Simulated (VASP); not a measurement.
Write the native input for VASP 6.6.1 that does the following.

- Task: relaxation of cell and atoms
- Functional: PBEsol
- Potentials or basis: VASP PAW PBE potentials, release 64 (Ba_sv, Hf_pv, O)
- Cutoff: 600 eV
- k mesh: 6 × 6 × 6
- Occupations: fermi-dirac, width 0.02 eV
- Spin: no spin polarisation
- Dipole correction: no
- Further INCAR settings: ALGO = Normal; EDIFF = 1e-07; IBRION = 2; EDIFFG = -0.005; NSW = 80; ISIF = 3

The structure of BaHfO3 lies in POSCAR:

```
BaHfO3
1.0
    4.2060992674      0.0000000000      0.0000000000
    0.0000000000      4.2060992674      0.0000000000
    0.0000000000      0.0000000000      4.2060663638
Ba Hf O
1 1 3
Direct
    0.5000000000      0.5000000000      0.9979803844
    0.0000000000      0.0000000000      0.4979931170
    0.0000000000      0.5000000000      0.4980209727
    0.5000000000      0.0000000000      0.4980209727
    0.0000000000      0.0000000000      0.9980063433
```

One way to write it, as run:

INCAR

```
SYSTEM = BaHfO3
ALGO     = Normal         ! electronic algorithm
EDIFF    = 1E-7           ! SCF threshold, eV
EDIFFG   = -0.005         ! ionic threshold
ENCUT    = 600            ! plane-wave cutoff, eV
GGA      = PS             ! functional
IBRION   = 2              ! ionic algorithm
ISIF     = 3              ! what is computed and relaxed
ISMEAR   = -1             ! smearing method
LASPH    = .TRUE.         ! aspherical terms in the spheres
LCHARG   = .FALSE.        ! write CHGCAR
LREAL    = .FALSE.        ! projectors in reciprocal space
LWAVE    = .FALSE.        ! write WAVECAR
NELM     = 60             ! most SCF steps
NSW      = 80             ! ionic steps
PREC     = Accurate       ! precision mode
SIGMA    = 0.02           ! smearing width, eV
```

KPOINTS

```
k-points
0
G
  6 6 6
  0 0 0
```

Potentials or basis: VASP PAW PBE potentials, release 64 (Ba_sv, Hf_pv, O).

The run is started by

```sh
$ cat potpaw_PBE.64/Ba_sv/POTCAR potpaw_PBE.64/Hf_pv/POTCAR potpaw_PBE.64/O/POTCAR > POTCAR
$ mpirun -np 1 vasp_std > vasp.out
```

It gave:

The relaxed volume is 14.33 Å³/atom and the relaxed cell is a = 4.154 Å, b = 4.154 Å, c = 4.154 Å, α = 90.00°, β = 90.00°, γ = 90.00°. The space group after relaxing (to 0.1 Å) is Pm-3m (No. 221). The energy gained by relaxing is 10.8 meV/atom. The ionic steps are 5. The pressure after relaxing is 0.0 GPa and the band gap on the k mesh is 3.50 eV (least direct gap 3.70 eV).

Caveat: the PAW data sets were made with another functional, which shifts forces and pressure a little; spin-orbit coupling is left out, which moves the levels of the heavy elements.

Run time: 8.2 min on 1 thread of Intel Xeon 8259CL (shared host), peak memory 0.29 GiB.
